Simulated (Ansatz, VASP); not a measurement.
# One calculation of NbAs, two programs

INCAR

```
SYSTEM = NbAs
PREC = Accurate ; ENCUT = 520
EDIFF = 1E-6 ; ISMEAR = -1
SIGMA = 0.08 ; LREAL = .False.
LASPH = .True. ; NELM = 80
ALGO = Normal ; ISIF = 2
LWAVE = .False. ; LCHARG = .False.
NBANDS = 26
```

KPOINTS

```
regular mesh
0
Gamma
  15 15 15
  0 0 0
```

POSCAR

```
NbAs
1.0
   -1.6906186857      1.6906186857      5.7207828749
    1.6906186857     -1.6906186857      5.7207828749
    1.6906186857      1.6906186857     -5.7207828749
Nb As
2 2
Direct
    0.7500000000      0.7500000000      0.0000000000
    0.5000000000      0.0000000000      0.5000000000
    0.1660000000      0.1660000000      0.0000000000
    0.9160000000      0.4160000000      0.5000000000
```

Input for Ansatz:

```yaml
crystal:
  lattice:
    - [-1.6906186857, 1.6906186857, 5.7207828749]
    - [1.6906186857, -1.6906186857, 5.7207828749]
    - [1.6906186857, 1.6906186857, -5.7207828749]
  atoms:
    - { symbol: Nb, position: [0.75, 0.75, 0.0] }
    - { symbol: Nb, position: [0.5, 0.0, 0.5] }
    - { symbol: As, position: [0.166, 0.166, 0.0] }
    - { symbol: As, position: [0.916, 0.416, 0.5] }
kpoints:
  mp_grid: { grid: [15, 15, 15] }
  band_path:
    path:
      - [0.0, 0.0, 0.0]
      - [0.0, 0.0, 0.5]
      - [0.25, 0.25, 0.25]
      - [0.0, 0.5, 0.0]
      - [0.0, 0.0, 0.0]
      - [0.5, 0.5, -0.5]
      - [0.2718333516, 0.7281666484, -0.2718333516]
      - [-0.2718333516, 0.2718333516, 0.2718333516]
      - [0.0, 0.0, 0.0]
    npoints: 5
scf:
  occupations: { method: fermi_dirac, width: 0.08 }
hamiltonian:
  xc: lda
  pseudopotentials: { kind: all_electron, lapw: { basis_error: 0.0005 } }
output:
  forces: true
  stress: true
  eigenvalues: true
```

Change from the starting cell: volume scaled by 0.94.

Alike in both runs: task single point; functional LDA; k mesh 15 × 15 × 15; occupations fermi-dirac, width 0.08 eV; no spin polarisation.

|  | VASP | Ansatz |
| --- | --- | --- |
| version | VASP 6.6.1 | Ansatz 0.2.0 |
| potentials or method | VASP PAW LDA potentials, release 64 (Nb_sv, As), cutoff 520 eV | all-electron LAPW, scalar-relativistic |

|  | VASP | Ansatz | Ansatz less VASP |
| --- | --- | --- | --- |
| pressure (GPa) | 6.4 | 6.0 | -0.43 |
| traceless stress, the component that is largest in VASP (GPa) | 0.08 | 0.17 | +0.086 |
| rms of the force components (eV/Å) | 0.207 | 0.205 | -0.0027 |

LDA's correlation is that of Perdew and Zunger in VASP and of Perdew and Wang (1992) in Ansatz. Atom by atom the forces differ by 0.003 eV/Å (rms over components). Ansatz ran all-electron here, and VASP with PAW potentials.
